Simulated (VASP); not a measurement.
# Be in VASP: notebook

Be is run at these levels: PBEsol; tasks: single point.

Program: VASP 6.6.1. These are calculated values, not measurements. Logs are shortened: lines on timing, memory, paths and dates and some standing lists are left out, and cuts for length are marked.

### Step 1. The cell of the first run

The typed cell holds 6 atoms: a = 2.271 Å, b = 3.543 Å, c = 5.949 Å, α = 90.00°, β = 79.43°, γ = 90.00°.

### Step 2. Single point, PBEsol

INCAR reads:

```
SYSTEM = Be
ALGO = Fast
EDIFF = 1E-7
ENCUT = 520
GGA = PS
ISIF = 2
ISMEAR = 0
LASPH = .True.
LCHARG = .False.
LREAL = .False.
LWAVE = .False.
NBANDS = 15
NELM = 100
PREC = Accurate
SIGMA = 0.1
```

KPOINTS reads:

```
k-points
0
Gamma
  10 6 4
  0 0 0
```

POSCAR reads:

```
Be
1.0
   -0.1768124339     -0.1039547669     -2.2615317865
    1.7690902098     -3.0692459553      0.0028725158
   -5.1315846471     -2.9581008861     -0.5585478028
Be
6
Direct
   -0.1088926198      0.5000004094      0.4714753978
    0.1088941198      1.0000009952      1.0285229061
    0.2244432775      0.4999997994      0.8048118270
    0.4422127654      0.0000014849      0.3618591502
    0.7755552959     -0.0000005785      0.6951914159
    0.5577871613      0.4999978897      0.1381393028
```

Potentials or basis: VASP PAW PBE potentials, release 64 (Be).

Launch:

```
cat potpaw_PBE.64/Be/POTCAR > POTCAR
mpirun -np 1 vasp_std > vasp.out
```

OUTCAR:

```text
SYSTEM = Be
   EDIFF = 1E-7
   ENCUT = 520
   GGA = PS
   ISIF = 2
   ISMEAR = 0
   LASPH = .True.
   LREAL = .False.
   NELM = 100
   PREC = Accurate

 ion  position               nearest neighbor table
   1  0.891  0.500  0.471-   4 2.20   4 2.20   4 2.20   4 2.20   5 2.20   5 2.20   6 2.25   3 2.25
                             3 2.26   6 2.26
   2  0.109  0.000  0.029-   6 2.20   6 2.20   6 2.20   6 2.20   3 2.20   3 2.20   5 2.25   4 2.25
                             5 2.26   4 2.26
   3  0.224  0.500  0.805-   5 2.20   5 2.20   5 2.20   5 2.20   2 2.20   2 2.20   6 2.25   1 2.25
                             6 2.26   1 2.26
   4  0.442  0.000  0.362-   1 2.20   1 2.20   1 2.20   1 2.20   6 2.20   6 2.20   2 2.25   5 2.25
                             5 2.26   2 2.26
   5  0.776  1.000  0.695-   3 2.20   3 2.20   3 2.20   3 2.20   1 2.20   1 2.20   2 2.25   4 2.25
                             4 2.26   2 2.26
   6  0.558  0.500  0.138-   2 2.20   2 2.20   2 2.20   2 2.20   4 2.20   4 2.20   3 2.25   1 2.25
                             3 2.26   1 2.26

  LATTYP: Found a triclinic cell.
 ALAT       =     6.7459701513
 B/A-ratio  =     0.3366178230
 C/A-ratio  =     0.5251419844
 COS(alpha) =     0.0000286757
 COS(beta)  =     0.0000390029
 COS(gamma) =     0.4983800676

  Lattice vectors:

 A1 = (   5.3083970810,   3.0620556530,   2.8200795893)
 A2 = (   0.1768124339,   0.1039547669,   2.2615317865)
 A3 = (   1.7690902098,  -3.0692459553,   0.0028725158)

Analysis of symmetry for initial positions (statically):
=====================================================================
 Subroutine PRICEL returns:
 Original cell was already a primitive cell.

 Routine SETGRP: Setting up the symmetry group for a
 triclinic supercell.

 Subroutine GETGRP returns: Found  2 space group operations
 (whereof  1 operations were pure point group operations)
 out of a pool of  2 trial point group operations.

The static configuration has the point symmetry C_1 .
 The point group associated with its full space group is S_2 .

Analysis of symmetry for dynamics (positions and initial velocities):
=====================================================================
 Subroutine PRICEL returns:
 Original cell was already a primitive cell.

 Routine SETGRP: Setting up the symmetry group for a
 triclinic supercell.

 Subroutine GETGRP returns: Found  2 space group operations
 (whereof  1 operations were pure point group operations)
 out of a pool of  2 trial point group operations.

The dynamic configuration has the point symmetry C_1 .
 The point group associated with its full space group is S_2 .

 Subroutine INISYM returns: Found  2 space group operations
 (whereof  1 operations are pure point group operations),
 and found     1 'primitive' translations

----------------------------------------------------------------------------------------

                                     Primitive cell

  volume of cell :      47.0485

  direct lattice vectors                    reciprocal lattice vectors
    -0.176812434 -0.103954767 -2.261531786     0.036617936  0.020688897 -0.445992058
     1.769090210 -3.069245955  0.002872516     0.140956249 -0.244566598  0.000221552
    -5.131584647 -2.958100886 -0.558547803    -0.147539257 -0.085026061  0.015443356

  length of vectors
     2.270813786  3.542592152  5.949411525     0.447970780  0.282279178  0.170984680

  position of ions in fractional coordinates (direct lattice)
     0.891107380  0.500000409  0.471475398
     0.108894120  0.000000995  0.028522906
     0.224443278  0.499999799  0.804811827
     0.442212765  0.000001485  0.361859150
     0.775555296  0.999999422  0.695191416
     0.557787161  0.499997890  0.138139303

  ion indices of the primitive-cell ions
   primitive index   ion index
                 1           1
                 2           2
                 3           3
                 4           4
                 5           5
                 6           6

----------------------------------------------------------------------------------------

 KPOINTS: k-points

Automatic generation of k-mesh.
 Grid dimensions read from file:
 generate k-points for:   10    6    4

 Generating k-lattice:

  Cartesian coordinates                     Fractional coordinates (reciprocal lattice)
     0.003661794  0.002068890 -0.044599206     0.100000000 -0.000000000 -0.000000000
     0.023492708 -0.040761100  0.000036925     0.000000000  0.166666667  0.000000000
    -0.036884814 -0.021256515  0.003860839     0.000000000 -0.000000000  0.250000000

  Length of vectors
     0.044797078  0.047046530  0.042746170

  Shift w.r.t. Gamma in fractional coordinates (k-lattice)
     0.000000000  0.000000000  0.000000000

 -----------------------------------------------------------------------------
|                                                                             |
|           W    W    AA    RRRRR   N    N  II  N    N   GGGG   !!!           |
|           W    W   A  A   R    R  NN   N  II  NN   N  G    G  !!!           |
|           W    W  A    A  R    R  N N  N  II  N N  N  G       !!!           |
|           W WW W  AAAAAA  RRRRR   N  N N  II  N  N N  G  GGG   !            |
|           WW  WW  A    A  R   R   N   NN  II  N   NN  G    G                |
|           W    W  A    A  R    R  N    N  II  N    N   GGGG   !!!           |
|                                                                             |
|     Your reciprocal lattice and k-lattice belong to different lattice       |
|     classes:                                                                |
|                                                                             |
|        The reciprocal lattice is triclinic,                                 |
|        whereas your k-lattice is simple monoclinic.                         |
|                                                                             |
|     Results are often still useful ...                                      |
|                                                                             |
 -----------------------------------------------------------------------------

 Subroutine IBZKPT returns following result:
 ===========================================

 Found    124 irreducible k-points:

 Following reciprocal coordinates:
            Coordinates               Weight
  0.000000  0.000000  0.000000      1.000000
  0.100000  0.000000 -0.000000      2.000000
  0.200000  0.000000 -0.000000      2.000000
  0.300000 -0.000000  0.000000      2.000000
  0.400000  0.000000  0.000000      2.000000
  0.500000  0.000000 -0.000000      1.000000
[... 16 lines left out ...]
 -0.400000  0.333333  0.000000      2.000000
 -0.300000  0.333333 -0.000000      2.000000
 [... further k-points ...]
   k-points           NKPTS =    124   k-points in BZ     NKDIM =    124   number of bands    NBANDS=     15
   number of dos      NEDOS =    301   number of ions     NIONS =      6
   total plane-waves  NPLWV =  24192
   dimension x,y,z NGX =    18 NGY =   28 NGZ =   48
   dimension x,y,z NGXF=    36 NGYF=   56 NGZF=   96
   ions per type =               6
   NGX,Y,Z   is equivalent  to a cutoff of  13.18, 13.14, 13.41 a.u.
   NGXF,Y,Z  is equivalent  to a cutoff of  26.36, 26.28, 26.83 a.u.
 SYSTEM =  Be
   PREC   = accura    normal or accurate (medium, high low for compatibility)
   ISTART =      0    job   : 0-new  1-cont  2-samecut
   ICHARG =      2    charge: 1-file 2-atom 10-const
   ISPIN  =      1    spin polarized calculation?
   LNONCOLLINEAR =      F non collinear calculations
   LSORBIT =      F    spin-orbit coupling
   LASPH  =      T    aspherical Exc in radial PAW
   ENCUT  =  520.0 eV  38.22 Ry    6.18 a.u.   4.22  6.59 11.06*2*pi/ulx,y,z
   NELM   =    100;   NELMIN=  2; NELMDL= -5     # of ELM steps
   EDIFF  = 0.1E-06   stopping-criterion for ELM
   LREAL  =      F    real-space projection
   EDIFFG = 0.1E-05   stopping-criterion for IOM
   NSW    =      0    number of steps for IOM
   IBRION =     -1    ionic relax: 0-MD 1-quasi-New 2-CG
   NFREE  =      0    steps in history (QN), initial steepest desc. (CG)
   ISIF   =      2    stress and relaxation
   ISYM   =      2    0-nonsym 1-usesym 2-fastsym
   POTIM  = 0.5000    time-step for ionic-motion
   TEBEG  =    0.0;   TEEND  =   0.0 temperature during run
   PSTRESS=    0.0 pullay stress
   NELECT =      12.0000    total number of electrons
   NUPDOWN=      -1.0000    fix difference up-down
   EMIN   =  10.00;   EMAX   =-10.00  energy-range for DOS
   EFERMI =   0.00;   METHOD = LEGACY
   ISMEAR =     0;   SIGMA  =   0.10  broadening in eV -4-tet -1-fermi 0-gaus
   EFERMI_NEDOS =   21; number of points for ismear=-14 and -15
   IALGO  =     68    algorithm
   IMIX   =      4    mixing-type and parameters
     AMIX     =   0.40;   BMIX     =  1.00
     AMIX_MAG =   1.60;   BMIX_MAG =  1.00
  volume/ion in A,a.u.               =       7.84        52.92
  Fermi-wavevector in a.u.,A,eV,Ry     =   1.038214  1.961939 14.665552  1.077888
  Thomas-Fermi vector in A             =   2.172688
   LORBIT       =      0    0 simple, 1 ext, 2 COOP (PROOUT), +10 PAW based schemes
   GGA     = PS    functional components
   LHFCALC =     F    Hartree Fock is set to
   AEXX    =    0.0000 exact exchange contribution
   IVDW    =     0    specifies the selected vdW correction
   LEPSILON=     F    determine dielectric tensor
   LRPA    =     F    only Hartree local field effects (RPA)
 non-spin polarized calculation
 RMM-DIIS sequential band-by-band and
 Gauss-broadening in eV      SIGMA  =   0.10
  energy-cutoff  :      520.00
  volume of cell :       47.05
 maximum number of plane-waves:      1284
 NGX is ok and might be reduce to    18
   NGX =  9   NGY = 13   NGZ = 23

 number of electron      12.0000000 magnetization

 Free energy of the ion-electron system (eV)
  ---------------------------------------------------
  ext. energy  EPLUGINS =         0.00000000
  ---------------------------------------------------
  free energy    TOTEN  =       -23.95513851 eV

  energy without entropy =      -23.95291277  energy(sigma->0) =      -23.95402564

 E-fermi :   7.1118     XC(G=0): -10.6349

 val. band max:        7.0942881735   @ k =   0.4000   0.0000   0.2500
 cond. band min:       7.1643925449   @ k =   0.2000   0.0000  -0.0000
 fundamental gap:      0.0701043714
 Fermi energy:         7.1117959507

 k-point     1 :       0.0000    0.0000    0.0000
  band No.  band energies     occupation
      1      -4.3058      2.00000
      2      -1.0977      2.00000
      3      -1.0976      2.00000
      4       2.6408      2.00000
      5       6.8207      1.99996
      6       6.8208      1.99996
      7       7.6372      0.00000
      8       7.6373      0.00000
      9       8.3209      0.00000
     10      13.5388      0.00000
     11      13.5388      0.00000
     12      17.2286      0.00000
     13      17.2289      0.00000
     14      19.4828      0.00000
     15      19.4829      0.00000

 k-point     2 :       0.1000    0.0000   -0.0000
  band No.  band energies     occupation
      1      -4.0851      2.00000
      2      -1.1767      2.00000
      3      -0.5622      2.00000
      4       2.9315      2.00000
      5       6.7106      2.00000
      6       7.4965      0.00000
      7       7.5588      0.00000
      8       8.1040      0.00000
      9       8.3778      0.00000
     10      12.7132      0.00000
     11      13.1584      0.00000
     12      15.5812      0.00000
     13      16.1417      0.00000
     14      18.8868      0.00000
     15      20.2932      0.00000
[... 365 lines left out ...]
      3       3.0396      2.00000
      4       3.8309      2.00000
      5       4.0879      2.00000
      6       4.6720      2.00000
      7       8.5072      0.00000
      8       8.8977      0.00000
      9       9.5277      0.00000
     10      10.9016      0.00000
     11      11.3696      0.00000
     12      13.7522      0.00000
     13      14.1020      0.00000
     14      15.0471      0.00000
     15      16.0564      0.00000

 k-point    24 :      -0.3000    0.3333   -0.0000
  band No.  band energies     occupation
      1      -1.3420      2.00000
      2       0.9055      2.00000
      3       1.5768      2.00000
      4       2.7298      2.00000
      5       3.6605      2.00000
      6       5.0858      2.00000
      7       8.7642      0.00000
      8      10.3974      0.00000
      9      10.7769      0.00000
     10      13.0180      0.00000
     11      13.5691      0.00000
     12      13.6573      0.00000
     13      14.9623      0.00000
     14      15.5871      0.00000
     15      15.9086      0.00000

 [... further k-points ...]
[... 5 lines left out ...]
  --------------------------------------------------------------------------------------
  -------------------------------------------------------------------------------------
  Total        0.1301954      0.1317620      0.1201370      0.0015885      0.0067369      0.0090545
  in kB        4.4336448      4.4869927      4.0911182      0.0540956      0.2294151      0.3083409
  external PRESSURE =       4.3372519 kB  Pullay stress =       0.0000000 kB

 VOLUME and BASIS-vectors are now :
 -----------------------------------------------------------------------------
  energy-cutoff  :      520.00
  volume of cell :       47.05
      direct lattice vectors                 reciprocal lattice vectors
    -0.176812434 -0.103954767 -2.261531786     0.036617936  0.020688897 -0.445992058
     1.769090210 -3.069245955  0.002872516     0.140956249 -0.244566598  0.000221552
    -5.131584647 -2.958100886 -0.558547803    -0.147539257 -0.085026061  0.015443356

 POSITION                                       TOTAL-FORCE (eV/Angst)
 -----------------------------------------------------------------------------------
     -1.69243     -3.02193     -2.27717        -0.001855     -0.001123     -0.002289
     -0.16562     -0.09570     -0.26220         0.001855      0.001123      0.002289
     -3.28510     -3.93867     -0.95568        -0.001837     -0.001056     -0.002268
     -1.93510     -1.11639     -1.20219         0.001976      0.001235      0.002157
     -1.93547     -5.20631     -2.13937         0.001837      0.001056      0.002268
      0.07704     -2.00123     -1.33717        -0.001976     -0.001235     -0.002157
 -----------------------------------------------------------------------------------
    total drift:                               -0.000138      0.000028      0.000026

  FREE ENERGIE OF THE ION-ELECTRON SYSTEM (eV)
  ---------------------------------------------------
  free  energy   TOTEN  =       -23.9551385137 eV

  energy  without entropy=      -23.9529127708  energy(sigma->0) =      -23.95402564
```

Run time: 63 s. Hardware: 1 thread of Intel Xeon Platinum 8259CL at 2.50GHz (Skylake/Cascade Lake), shared host; peak memory 0.19 GiB.

Results:

- Free energy: -23.9551 eV
- Pressure: 0.4 GPa
- Largest force: 0.003 eV/Å
- Band gap on the k mesh: zero (band 6 reaches 7.89 eV, above the bottom of band 7 at 6.56 eV)

Forces in eV/Å, atoms in the order of the input:
```
Be  -0.002 -0.001 -0.002
Be   0.002  0.001  0.002
Be  -0.002 -0.001 -0.002
Be   0.002  0.001  0.002
Be   0.002  0.001  0.002
Be  -0.002 -0.001 -0.002
```

Caveat: the PAW data sets were made with another functional, which shifts forces and pressure a little.

[end of part 1 of 2]
